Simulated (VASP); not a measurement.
# RbBr in VASP: notebook

The runs below take RbBr through single point, with r2SCAN, PBE.

All numbers are computed with VASP 6.6.1; they aren't measurements. Logs are shortened: lines on timing, memory, paths and dates and some standing lists are left out, and cuts for length are marked.

### Step 1. The cell of the first run

Symmetry: P6_3/mmc, No. 194, hexagonal system. The conventional cell has a = 5.890 Å, b = 5.890 Å, c = 6.870 Å, α = 90.00°, β = 90.00°, γ = 120.00°. Rb (site symmetry -6m2) has 5 Br at 3.40 to 3.44 Å within 4.5 Å. Br (site symmetry -6m2) has 5 Rb at 3.40 to 3.44 Å within 4.5 Å.

### Step 2. Single point, r2SCAN

Contents of POSCAR:

```
RbBr
1.0
    5.8901389857      0.0000000000      0.0000000000
   -2.9450694929      5.1010099934      0.0000000000
    0.0000000000      0.0000000000      6.8703326266
Rb Br
2 2
Direct
    0.3333333333      0.6666666667     -0.0625000000
    0.6666666667      0.3333333333      0.4375000000
    0.3333333333      0.6666666667      0.4375000000
    0.6666666667      0.3333333333      0.9375000000
```

Contents of INCAR.step1:

```
PREC     = Accurate       # precision mode
ENCUT    = 520            # plane-wave cutoff, eV
ISMEAR   = 0              # smearing method
SIGMA    = 0.01           # smearing width, eV
LREAL    = False          # projectors in reciprocal space
LASPH    = True           # aspherical terms in the spheres
NELM     = 80             # most SCF steps
NBANDS   = 24             # bands
GGA      = PE             # functional
ALGO     = Normal         # electronic algorithm
EDIFF    = 1E-4           # SCF threshold, eV
LWAVE    = True           # write WAVECAR
LCHARG   = False          # write CHGCAR
```

Contents of INCAR.step2:

```
PREC     = Accurate       # precision mode
ENCUT    = 520            # plane-wave cutoff, eV
EDIFF    = 1E-6           # SCF threshold, eV
ISMEAR   = 0              # smearing method
SIGMA    = 0.01           # smearing width, eV
LREAL    = False          # projectors in reciprocal space
LASPH    = True           # aspherical terms in the spheres
NELM     = 80             # most SCF steps
ALGO     = Normal         # electronic algorithm
ISIF     = 2              # what is computed and relaxed
LWAVE    = False          # write WAVECAR
LCHARG   = False          # write CHGCAR
METAGGA  = R2SCAN         # meta-GGA
LMIXTAU  = True         
NBANDS   = 24             # bands
ISTART   = 1
```

Contents of KPOINTS:

```
Automatic mesh
0
Gamma
  6 6 4
```

Potentials or basis: VASP PAW PBE potentials, release 64 (Rb_sv, Br).

On the command line:

```
$ cat potpaw_PBE.64/Rb_sv/POTCAR potpaw_PBE.64/Br/POTCAR > POTCAR
$ cp INCAR.step1 INCAR
$ mpirun -np 1 vasp_std > vasp.out
$ cp INCAR.step2 INCAR
$ mpirun -np 1 vasp_std > vasp.out
```

OUTCAR:

```text
PREC = Accurate
   ENCUT = 520
   EDIFF = 1E-6
   ISMEAR = 0
   LREAL = False
   LASPH = True
   NELM = 80
   ISIF = 2
   METAGGA = R2SCAN
   ISTART = 1

 ion  position               nearest neighbor table
   1  0.333  0.667  0.938-   4 3.40   4 3.40   4 3.40   3 3.44   3 3.44   2 4.83   2 4.83   2 4.83
                             2 4.83   2 4.83   2 4.83
   2  0.667  0.333  0.438-   3 3.40   3 3.40   3 3.40   4 3.44   4 3.44   1 4.83   1 4.83   1 4.83
                             1 4.83   1 4.83   1 4.83
   3  0.333  0.667  0.438-   2 3.40   2 3.40   2 3.40   1 3.44   1 3.44
   4  0.667  0.333  0.938-   1 3.40   1 3.40   1 3.40   2 3.44   2 3.44

  LATTYP: Found a hexagonal cell.
 ALAT       =     5.8901389857
 C/A-ratio  =     1.1664126506

  Lattice vectors:

 A1 = (   5.8901389857,   0.0000000000,   0.0000000000)
 A2 = (  -2.9450694929,   5.1010099934,   0.0000000000)
 A3 = (   0.0000000000,   0.0000000000,   6.8703326266)

Analysis of symmetry for initial positions (statically):
=====================================================================
 Subroutine PRICEL returns:
 Original cell was already a primitive cell.

 Routine SETGRP: Setting up the symmetry group for a
 hexagonal supercell.

 Subroutine GETGRP returns: Found 24 space group operations
 (whereof  6 operations were pure point group operations)
 out of a pool of 24 trial point group operations.

The static configuration has the point symmetry C_3v.
 The point group associated with its full space group is D_6h.

Analysis of symmetry for dynamics (positions and initial velocities):
=====================================================================
 Subroutine PRICEL returns:
 Original cell was already a primitive cell.

 Routine SETGRP: Setting up the symmetry group for a
 hexagonal supercell.

 Subroutine GETGRP returns: Found 24 space group operations
 (whereof  6 operations were pure point group operations)
 out of a pool of 24 trial point group operations.

The dynamic configuration has the point symmetry C_3v.
 The point group associated with its full space group is D_6h.

 Subroutine INISYM returns: Found 24 space group operations
 (whereof  6 operations are pure point group operations),
 and found     1 'primitive' translations

----------------------------------------------------------------------------------------

                                     Primitive cell

  volume of cell :     206.4237

  direct lattice vectors                    reciprocal lattice vectors
     5.890138986  0.000000000  0.000000000     0.169775281  0.098019804  0.000000000
    -2.945069493  5.101009993  0.000000000     0.000000000  0.196039608  0.000000000
     0.000000000  0.000000000  6.870332627     0.000000000  0.000000000  0.145553360

  length of vectors
     5.890138986  5.890138986  6.870332627     0.196039608  0.196039608  0.145553360

  position of ions in fractional coordinates (direct lattice)
     0.333333333  0.666666667  0.937500000
     0.666666667  0.333333333  0.437500000
     0.333333333  0.666666667  0.437500000
     0.666666667  0.333333333  0.937500000

  ion indices of the primitive-cell ions
   primitive index   ion index
                 1           1
                 2           2
                 3           3
                 4           4

----------------------------------------------------------------------------------------

 KPOINTS: Automatic mesh

Automatic generation of k-mesh.
 Grid dimensions read from file:
 generate k-points for:    6    6    4

 Generating k-lattice:

  Cartesian coordinates                     Fractional coordinates (reciprocal lattice)
     0.028295880  0.016336634  0.000000000     0.166666667 -0.000000000  0.000000000
     0.000000000  0.032673268  0.000000000     0.000000000  0.166666667  0.000000000
     0.000000000  0.000000000  0.036388340     0.000000000  0.000000000  0.250000000

  Length of vectors
     0.032673268  0.032673268  0.036388340

  Shift w.r.t. Gamma in fractional coordinates (k-lattice)
     0.000000000  0.000000000  0.000000000

 Subroutine IBZKPT returns following result:
 ===========================================

 Found     21 irreducible k-points:

 Following reciprocal coordinates:
            Coordinates               Weight
  0.000000  0.000000  0.000000      1.000000
  0.166667 -0.000000  0.000000      6.000000
  0.333333 -0.000000  0.000000      6.000000
  0.500000  0.000000  0.000000      3.000000
  0.166667  0.166667  0.000000      6.000000
  0.333333  0.166667  0.000000     12.000000
[... 13 lines left out ...]
  0.333333  0.166667  0.500000     12.000000
  0.333333  0.333333  0.500000      2.000000
   k-points           NKPTS =     21   k-points in BZ     NKDIM =     21   number of bands    NBANDS=     24
   number of dos      NEDOS =    301   number of ions     NIONS =      4
   total plane-waves  NPLWV = 124416
   dimension x,y,z NGX =    48 NGY =   48 NGZ =   54
   dimension x,y,z NGXF=    96 NGYF=   96 NGZF=  108
   ions per type =               2   2
   NGX,Y,Z   is equivalent  to a cutoff of  13.55, 13.55, 13.07 a.u.
   NGXF,Y,Z  is equivalent  to a cutoff of  27.10, 27.10, 26.13 a.u.
 SYSTEM =  unknown system
   PREC   = accura    normal or accurate (medium, high low for compatibility)
   ISTART =      1    job   : 0-new  1-cont  2-samecut
   ICHARG =      0    charge: 1-file 2-atom 10-const
   ISPIN  =      1    spin polarized calculation?
   LNONCOLLINEAR =      F non collinear calculations
   LSORBIT =      F    spin-orbit coupling
   LASPH  =      T    aspherical Exc in radial PAW
   ENCUT  =  520.0 eV  38.22 Ry    6.18 a.u.  10.95 10.95 12.77*2*pi/ulx,y,z
   NELM   =     80;   NELMIN=  2; NELMDL=  0     # of ELM steps
   EDIFF  = 0.1E-05   stopping-criterion for ELM
   LREAL  =      F    real-space projection
   EDIFFG = 0.1E-04   stopping-criterion for IOM
   NSW    =      0    number of steps for IOM
   IBRION =     -1    ionic relax: 0-MD 1-quasi-New 2-CG
   NFREE  =      0    steps in history (QN), initial steepest desc. (CG)
   ISIF   =      2    stress and relaxation
   ISYM   =      2    0-nonsym 1-usesym 2-fastsym
   POTIM  = 0.5000    time-step for ionic-motion
   TEBEG  =    0.0;   TEEND  =   0.0 temperature during run
   PSTRESS=    0.0 pullay stress
   NELECT =      32.0000    total number of electrons
   NUPDOWN=      -1.0000    fix difference up-down
   EMIN   =  10.00;   EMAX   =-10.00  energy-range for DOS
   EFERMI =   0.00;   METHOD = LEGACY
   ISMEAR =     0;   SIGMA  =   0.01  broadening in eV -4-tet -1-fermi 0-gaus
   EFERMI_NEDOS =   21; number of points for ismear=-14 and -15
   IALGO  =     38    algorithm
   IMIX   =      4    mixing-type and parameters
     AMIX     =   0.40;   BMIX     =  1.00
     AMIX_MAG =   1.60;   BMIX_MAG =  1.00
  volume/ion in A,a.u.               =      51.61       348.25
  Fermi-wavevector in a.u.,A,eV,Ry     =   0.879438  1.661896 10.522887  0.773410
  Thomas-Fermi vector in A             =   1.999661
   LORBIT       =      0    0 simple, 1 ext, 2 COOP (PROOUT), +10 PAW based schemes
   METAGGA = R2SCAN    functional components
   LHFCALC =     F    Hartree Fock is set to
   AEXX    =    0.0000 exact exchange contribution
   IVDW    =     0    specifies the selected vdW correction
   LEPSILON=     F    determine dielectric tensor
   LRPA    =     F    only Hartree local field effects (RPA)
 non-spin polarized calculation
 Gauss-broadening in eV      SIGMA  =   0.01
  energy-cutoff  :      520.00
  volume of cell :      206.42
 maximum number of plane-waves:      5580
 NGX is ok and might be reduce to    48
   NGX = 21   NGY = 21   NGZ = 25

 number of electron      31.9999998 magnetization

 Free energy of the ion-electron system (eV)
  ---------------------------------------------------
  ext. energy  EPLUGINS =         0.00000000
  ---------------------------------------------------
  free energy    TOTEN  =       -62.05211058 eV

  energy without entropy =      -62.05211058  energy(sigma->0) =      -62.05211058

 E-fermi :  -2.9266     XC(G=0):  -6.4031

 val. band max:       -2.9717517201   @ k =   0.0000   0.0000   0.0000
 cond. band min:       1.6775342300   @ k =   0.0000   0.0000   0.0000
 fundamental gap:      4.6492859501
 Fermi energy:        -2.9265982919

 k-point     1 :       0.0000    0.0000    0.0000
  band No.  band energies     occupation
      1     -28.3550      2.00000
      2     -28.3455      2.00000
      3     -15.5194      2.00000
      4     -15.4762      2.00000
      5     -12.0076      2.00000
      6     -11.9649      2.00000
[... 16 lines left out ...]
     23       5.7397      0.00000
     24       5.8984      0.00000

 k-point     2 :       0.1667   -0.0000    0.0000
  band No.  band energies     occupation
      1     -28.3543      2.00000
      2     -28.3459      2.00000
      3     -15.5261      2.00000
      4     -15.4883      2.00000
      5     -11.9990      2.00000
      6     -11.9699      2.00000
[... 16 lines left out ...]
     23       5.7558      0.00000
     24       5.9854      0.00000

 k-point     3 :       0.3333   -0.0000    0.0000
  band No.  band energies     occupation
      1     -28.3524      2.00000
      2     -28.3470      2.00000
      3     -15.5379      2.00000
      4     -15.5136      2.00000
      5     -11.9793      2.00000
      6     -11.9770      2.00000
[... 16 lines left out ...]
     23       5.8034      0.00000
     24       5.8883      0.00000
[... 433 lines left out ...]
 k-point    20 :       0.3333    0.1667    0.5000
  band No.  band energies     occupation
      1     -28.3494      2.00000
      2     -28.3494      2.00000
      3     -15.5638      2.00000
      4     -15.5638      2.00000
      5     -11.9527      2.00000
      6     -11.9527      2.00000
[... 16 lines left out ...]
     23       5.8536      0.00000
     24       5.8536      0.00000

 k-point    21 :       0.3333    0.3333    0.5000
  band No.  band energies     occupation
      1     -28.3493      2.00000
      2     -28.3493      2.00000
      3     -15.5682      2.00000
      4     -15.5682      2.00000
      5     -11.9583      2.00000
      6     -11.9583      2.00000
[... 16 lines left out ...]
     23       5.7995      0.00000
     24       5.7995      0.00000

------------------------ aborting loop because EDIFF is reached ----------------------------------------

  FORCE on cell =-STRESS in cart. coord.  units (eV):
  Direction    XX          YY          ZZ          XY          YZ          ZX
  --------------------------------------------------------------------------------------
  -------------------------------------------------------------------------------------
  Total        0.0329554      0.0329554      0.0382768     -0.0000000      0.0000000      0.0000000
  in kB        0.2557868      0.2557868      0.2970891     -0.0000000      0.0000000      0.0000000
  external PRESSURE =       0.2695542 kB  Pullay stress =       0.0000000 kB

 VOLUME and BASIS-vectors are now :
 -----------------------------------------------------------------------------
  energy-cutoff  :      520.00
  volume of cell :      206.42
      direct lattice vectors                 reciprocal lattice vectors
     5.890138986  0.000000000  0.000000000     0.169775281  0.098019804  0.000000000
    -2.945069493  5.101009993  0.000000000     0.000000000  0.196039608  0.000000000
     0.000000000  0.000000000  6.870332627     0.000000000  0.000000000  0.145553360

 POSITION                                       TOTAL-FORCE (eV/Angst)
 -----------------------------------------------------------------------------------
     -0.00000      3.40067      6.44094         0.000000      0.000000     -0.000000
      2.94507      1.70034      3.00577        -0.000000     -0.000000     -0.000000
     -0.00000      3.40067      3.00577         0.000000     -0.000000      0.000000
      2.94507      1.70034      6.44094        -0.000000      0.000000      0.000000
 -----------------------------------------------------------------------------------
    total drift:                               -0.000000      0.000000      0.000272

  FREE ENERGIE OF THE ION-ELECTRON SYSTEM (eV)
  ---------------------------------------------------
  free  energy   TOTEN  =       -62.0521105820 eV

  energy  without entropy=      -62.0521105820  energy(sigma->0) =      -62.05211058
```

Run time: 4.1 min. Hardware: 1 thread of Intel Xeon 6975P-C (Granite Rapids), shared host; peak memory 0.42 GiB.

Results:

| Item | Value |
| --- | --- |
| Free energy | -62.0521 eV |
| Pressure | 0.0 GPa |
| Band gap on the k mesh | 4.65 eV, direct |

Caveat: the PAW data sets were made with another functional, which shifts forces and pressure a little.

### Step 3. Single point, r2SCAN (volume changed by +3%)

Contents of POSCAR:

```
RbBr
1.0
    5.9484609864      0.0000000000      0.0000000000
   -2.9742304932      5.1515183276      0.0000000000
    0.0000000000      0.0000000000      6.9383601460
Rb Br
2 2
Direct
    0.3333333333      0.6666666667     -0.0625000000
    0.6666666667      0.3333333333      0.4375000000
    0.3333333333      0.6666666667      0.4375000000
    0.6666666667      0.3333333333      0.9375000000
```

Contents of INCAR.step1:

```
  PREC = Accurate
  ENCUT = 520
  ISMEAR = 0
  SIGMA = 0.01
  LREAL = F
  LASPH = T
  NELM = 60
  NBANDS = 24
  GGA = PE
  ALGO = Normal
  EDIFF = 1E-4
  LWAVE = T
  LCHARG = F
```

Contents of INCAR.step2:

```
  PREC = Accurate
  ENCUT = 520
  EDIFF = 1E-6
  ISMEAR = 0
  SIGMA = 0.01
  LREAL = F
  LASPH = T
  NELM = 60
  ALGO = Normal
  ISIF = 2
  LWAVE = F
  LCHARG = T
  METAGGA = R2SCAN
  LMIXTAU = T
  LELF = T
  LVHAR = T
  NBANDS = 24
  ISTART = 1
```

Contents of KPOINTS:

```
regular mesh
0
Gamma
  6 6 4
```

Potentials or basis: VASP PAW PBE potentials, release 64 (Rb_sv, Br).

On the command line:

```
$ cat potpaw_PBE.64/Rb_sv/POTCAR potpaw_PBE.64/Br/POTCAR > POTCAR
$ cp INCAR.step1 INCAR
$ mpirun -np 1 vasp_std > vasp.out
$ cp INCAR.step2 INCAR
$ mpirun -np 1 vasp_std > vasp.out
```

It took 3.6 min on 1 thread of Intel Xeon 6975P-C (Granite Rapids), shared host; peak memory 0.42 GiB.

It converged, with:

* Free energy: -62.0473 eV
* Pressure: -0.3 GPa
* Band gap on the k mesh: 4.62 eV, direct

Levels at points of the mesh, in eV from the valence-band top:
```csv
k point,band 13,band 14,band 15,band 16,band 17,band 18,band 19,band 20
"(0.00, 0.00, 0.00)",-0.34,-0.25,-0.25,0.00,4.62,7.54,7.70,7.70
"(0.50, 0.00, 0.00)",-0.31,-0.27,-0.15,-0.11,6.23,6.80,6.89,7.11
"(0.00, 0.00, 0.50)",-0.31,-0.31,-0.31,-0.31,5.75,5.75,8.94,8.94
"(0.50, 0.00, 0.50)",-0.25,-0.25,-0.23,-0.23,6.59,6.59,8.04,8.04
```

Caveat: the PAW data sets were made with another functional, which shifts forces and pressure a little. A k mesh can miss the band edges.

### Step 4. Single point, r2SCAN (volume changed by +6%)

Contents of POSCAR:

```
RbBr
1.0
    6.0056612356      0.0000000000      0.0000000000
   -3.0028306178      5.2010551966      0.0000000000
    0.0000000000      0.0000000000      7.0050792404
Rb Br
2 2
Direct
    0.3333333333      0.6666666667     -0.0625000000
    0.6666666667      0.3333333333      0.4375000000
    0.3333333333      0.6666666667      0.4375000000
    0.6666666667      0.3333333333      0.9375000000
```

Contents of INCAR.step1:

```
SYSTEM = RbBr
  ALGO = Normal
  EDIFF = 1E-4
  ENCUT = 520
  GGA = PE
  ISMEAR = 0
  LASPH = .True.
  LCHARG = .False.
  LREAL = .False.
  LWAVE = .True.
  NBANDS = 24
  NELM = 80
  PREC = Accurate
  SIGMA = 0.01
```

Contents of INCAR.step2:

```
SYSTEM = RbBr
  ALGO = Normal
  EDIFF = 1E-6
  ENCUT = 520
  ISIF = 2
  ISMEAR = 0
  ISTART = 1
  LASPH = .True.
  LCHARG = .True.
  LELF = .True.
  LMIXTAU = .True.
  LREAL = .False.
  LVHAR = .True.
  LWAVE = .False.
  METAGGA = R2SCAN
  NBANDS = 24
  NELM = 80
  PREC = Accurate
  SIGMA = 0.01
```

Contents of KPOINTS:

```
k-points
0
Gamma
  6 6 4
  0 0 0
```

On the command line:

```
$ cat potpaw_PBE.64/Rb_sv/POTCAR potpaw_PBE.64/Br/POTCAR > POTCAR
$ cp INCAR.step1 INCAR
$ mpirun -np 1 vasp_std > vasp.out
$ cp INCAR.step2 INCAR
$ mpirun -np 1 vasp_std > vasp.out
```

Run time: 3.6 min. Hardware: 1 thread of Intel Xeon 6975P-C (Granite Rapids), shared host; peak memory 0.43 GiB.

It converged, with:

```yaml
Free_energy: -62.0322 eV
Pressure: -0.5 GPa
Band_gap_on_the_k_mesh: 4.58 eV, direct
```

Stress tensor (GPa, compression positive):
```
-0.47  0.00  0.00
 0.00 -0.47  0.00
 0.00  0.00 -0.59
```

Levels at points of the mesh, in eV from the valence-band top:
```tsv
k point	band 13	band 14	band 15	band 16	band 17	band 18	band 19	band 20
(0.00, 0.00, 0.00)	-0.32	-0.23	-0.23	0.00	4.58	7.46	7.69	7.69
(0.50, 0.00, 0.00)	-0.30	-0.26	-0.14	-0.11	6.21	6.69	6.88	7.11
(0.00, 0.00, 0.50)	-0.29	-0.29	-0.29	-0.29	5.71	5.71	8.87	8.87
(0.50, 0.00, 0.50)	-0.23	-0.23	-0.22	-0.22	6.57	6.57	7.92	7.92
```

Caveat: the PAW data sets were made with another functional, which shifts forces and pressure a little. A k mesh can miss the band edges.

(Continued in part 2 of 2.)
